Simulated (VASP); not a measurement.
Write the native input for VASP 6.6.1 that does the following.

- Task: single point
- Functional: LDA
- Potentials or basis: VASP PAW LDA potentials, release 64 (Zn, O)
- Cutoff: 520 eV
- k mesh: 2 × 2 × 2
- Occupations: gaussian, width 0.05 eV
- Spin: no spin polarisation
- Dipole correction: no
- Further INCAR settings: LREAL = Auto; ALGO = Normal; EDIFF = 1e-07; NBANDS = 92

The structure of Zn9O8 (a cell with a defect) lies in POSCAR:

```
Zn9O8
1.0
   -3.2190000000     -5.5754720000      0.0000000000
    4.8285000000     -2.7877360000      0.0000000000
    0.0000000000      0.0000000000      5.1489000000
Zn O
9 8
Direct
    0.4844716393      0.3480136782      0.0030089879
    0.4836125610      0.6562165756      0.5128549863
    0.2577518218      0.8575459522     -0.0099837161
    0.2546726514      0.1474439347      0.4777280657
   -0.0084460083      0.3045699609     -0.0692242139
    0.0367184714      0.5942254674      0.3590162363
    0.7173159535      0.8844835808      0.0885498722
    0.7562076032      0.2116487701      0.5100852967
    0.8282400799      0.6326731478      0.7064700465
    0.4913089752      0.3372264751      0.3757488232
    0.5069818646      0.6785390974      0.8977378961
    0.2591012114      0.8190963939      0.3719919340
    0.2567018243      0.1725926237      0.8488035371
    0.0121376593      0.2530086148      0.2988950168
   -0.0163604651      0.7194992392      1.0085256403
    0.7206916175      0.8692416225      0.4508152409
    0.7181011497      0.1649089655      0.8899511901
```

These files were run (other wordings do the same):

INCAR

```
SYSTEM = Zn9O8
PREC = Accurate
ENCUT = 520
EDIFF = 1E-7
ISMEAR = 0
SIGMA = 0.05
LREAL = Auto
LASPH = .True.
NELM = 60
ALGO = Normal
ISIF = 2
LWAVE = .False.
LCHARG = .False.
GGA = CA
NBANDS = 92
```

KPOINTS

```
Automatic mesh
0
Gamma
  2 2 2
  0 0 0
```

Potentials or basis: VASP PAW LDA potentials, release 64 (Zn, O).

Run with:

```sh
$ cat potpaw_LDA.64/Zn/POTCAR potpaw_LDA.64/O/POTCAR > POTCAR
$ mpirun -np 1 vasp_std > vasp.out
```

Results of the run:

```yaml
Pressure: 12.3 GPa
Largest_force: 0.076 eV/Å
Band_gap_on_the_k_mesh: 0.65 eV
```

Caveat: the k points lie up to 0.61 Å⁻¹ apart.

Wall time 4.6 min on 1 thread of Intel Xeon 6975P-C, with other jobs on the host, peak memory 0.28 GiB.
